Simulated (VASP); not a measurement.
## CuO: single point with PBE+U

Crystal: CuO.

```xyz
4
Lattice="2.3416 -1.7144 0.0000 2.3416 1.7144 0.0000 -0.8297 0.0000 5.0621" Properties=species:S:1:pos:R:3 pbc="T T T"
Cu    1.1708    0.8572    0.0000
Cu    0.7559   -0.8572    2.5311
O     2.1342   -0.2465    1.2655
O     1.7193    0.2465    3.7966
```

| Quantity | Value |
| --- | --- |
| Program | VASP 6.6.1 |
| Task | single point |
| Functional | PBE |
| Potentials or basis | VASP PAW PBE potentials, release 64 (Cu, O) |
| Cutoff | 520 eV |
| k mesh | 8 × 8 × 4 |
| Occupations | gaussian, width 0.02 eV |
| Spin | collinear spin |
| Starting moments | [1.0, 1.0, 0.0, 0.0] μB |
| Hubbard terms | Cu d U = 4.0 eV |

```json
{
  "Pressure": "5.4 GPa",
  "Largest force": "0.079 eV/Å",
  "Band gap on the k mesh": "zero (filled and empty bands overlap)",
  "Net moment": "1.99 μB per cell",
  "Site moments": "Cu +0.66; O +0.30 μB",
  "Valence electrons inside the program's atomic spheres": "Cu 9.92; O 5.00"
}
```

Forces in eV/Å, atoms in the order of the input:
```
Cu   0.000  0.000  0.000
Cu   0.000  0.000  0.000
O    0.000 -0.079  0.000
O    0.000  0.079  0.000
```

Stress tensor (GPa, compression positive):
```
3.92 0.00 1.47
0.00 6.06 0.00
1.47 0.00 6.30
```

Levels at points of the mesh, in eV from the Fermi level:
Spin up:
| k point | band 14 | band 15 | band 16 | band 17 | band 18 | band 19 | band 20 | band 21 | band 22 | band 23 |
| --- | --- | --- | --- | --- | --- | --- | --- | --- | --- | --- |
| (0.00, 0.00, 0.00) | -2.87 | -2.85 | -2.38 | -0.67 | -0.11 | 1.62 | 6.36 | 8.12 | 13.78 | 15.34 |
| (0.50, 0.00, 0.00) | -3.04 | -2.77 | -2.14 | -1.02 | -0.76 | 4.90 | 6.51 | 7.05 | 11.34 | 11.44 |
| (0.50, 0.50, 0.00) | -3.94 | -3.55 | -2.74 | -1.72 | 0.02 | 3.53 | 7.23 | 8.72 | 10.18 | 11.21 |
| (0.00, 0.00, 0.50) | -3.49 | -2.12 | -2.12 | -0.79 | -0.79 | 3.93 | 3.93 | 11.87 | 11.87 | 14.50 |
| (0.50, 0.00, 0.50) | -3.73 | -3.11 | -2.84 | -1.33 | -0.33 | 5.37 | 6.64 | 8.25 | 8.72 | 13.24 |
| (0.50, 0.50, 0.50) | -3.09 | -2.41 | -2.41 | -1.88 | -1.88 | 5.30 | 5.30 | 9.14 | 9.14 | 13.17 |
Spin down:
```tsv
k point	band 13	band 14	band 15	band 16	band 17	band 18	band 19	band 20
(0.00, 0.00, 0.00)	-2.82	-2.39	-2.32	-1.77	1.22	1.94	2.10	6.47
(0.50, 0.00, 0.00)	-3.25	-2.51	-2.21	-1.60	1.29	1.50	5.01	6.69
(0.50, 0.50, 0.00)	-3.40	-3.10	-2.20	-1.41	0.06	2.31	3.53	7.39
(0.00, 0.00, 0.50)	-3.09	-3.09	-1.59	-1.59	1.46	1.46	4.24	4.24
(0.50, 0.00, 0.50)	-3.19	-2.62	-2.34	-2.28	0.88	1.82	5.51	6.92
(0.50, 0.50, 0.50)	-2.56	-2.56	-1.81	-1.81	0.87	0.87	5.35	5.35
```

Eigenvalues of the final occupation matrices:
```csv
site,spin,trace,eigenvalues
site 1 d,1,4.91,0.96 0.97 0.97 0.98 1.03
site 1 d,2,4.25,0.40 0.95 0.97 0.97 0.98
site 2 d,1,4.91,0.96 0.97 0.97 0.98 1.03
site 2 d,2,4.25,0.40 0.95 0.97 0.97 0.98
```

It took 5.8 min on 1 thread of Intel Xeon 8259CL, with other jobs on the host, peak memory 0.27 GiB.

Caveat: the cell stands under pressure.
